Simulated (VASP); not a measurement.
Input of a VASP 6.6.1 run:

The input INCAR:

```
SYSTEM = Co
  PREC = Accurate
  ENCUT = 520
  EDIFF = 1E-6
  ISMEAR = -1
  SIGMA = 0.05
  LREAL = .False.
  LASPH = .True.
  NELM = 150
  ALGO = Fast
  ISIF = 2
  LWAVE = .False.
  LCHARG = .False.
  ISPIN = 2
  MAGMOM = 2 2 2 2 2 2
  LORBIT = 11
  LMAXMIX = 4
  GGA = PE
  NBANDS = 40
```

KPOINTS

```
regular mesh
0
Gamma
  7 7 7
  0 0 0
```

POSCAR

```
Co
1.0
    0.0000000000      3.2597104542      3.2597104542
    3.2597104542      0.0000000000      3.2597104542
    3.2597104542      3.2597104542      0.0000000000
Co
6
Direct
    0.1250000000      0.1250000000      0.1250000000
    0.6250000000      0.1250000000      0.1250000000
    0.1250000000      0.6250000000      0.1250000000
    0.1250000000      0.1250000000      0.6250000000
    0.5000000000      0.5000000000      0.5000000000
    0.7500000000      0.7500000000      0.7500000000
```

Potentials or basis: VASP PAW PBE potentials, release 64 (Co).

Run with:

```sh
$ cat potpaw_PBE.64/Co/POTCAR > POTCAR
$ mpirun -np 1 vasp_std > vasp.out
```

Question: What does it give for the site moments?

Answer: Co +1.66, +1.77 (each value once) μB.

Question: Estimate the pressure.

Answer: -2.2 GPa.

Question: What does it give for the band gap on the k mesh?

Answer: Zero (filled and empty bands overlap).
